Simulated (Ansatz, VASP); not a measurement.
TiC in VASP and in Ansatz

```
Ti C
1.0
     0.00000    2.16400    2.16400
     2.16400    0.00000    2.16400
     2.16400    2.16400    0.00000
Ti C
1 1
Direct
  0.00000 0.00000 0.00000
  0.52079 0.52079 0.47921
```

Change from the starting cell: one atom moved.

Alike in both runs: task single point; functional PBE; k mesh 14 × 14 × 14; occupations gaussian, width 0.1 eV; no spin polarisation.

|  | VASP | Ansatz |
| --- | --- | --- |
| version | VASP 6.6.1 | Ansatz 0.2.0 |
| potentials or method | VASP PAW PBE potentials, release 64 (Ti_sv, C), cutoff 520 eV | scalar-relativistic, plane waves, PAW |
| valence electrons in the cell | 16 | 16 |

```csv
,VASP,Ansatz,Ansatz less VASP
gap on the k mesh at the Fermi level (eV),none,none,-
pressure (GPa),2.0,1.8,-0.21
"traceless stress, the component that is largest in VASP (GPa)",1.48,1.46,-0.018
rms of the force components (eV/Å),0.474,0.471,-0.0023
```

Atom by atom the forces differ by 0.002 eV/Å (rms over components). A gap of «none» marks a metal or a gap that the smearing closes.
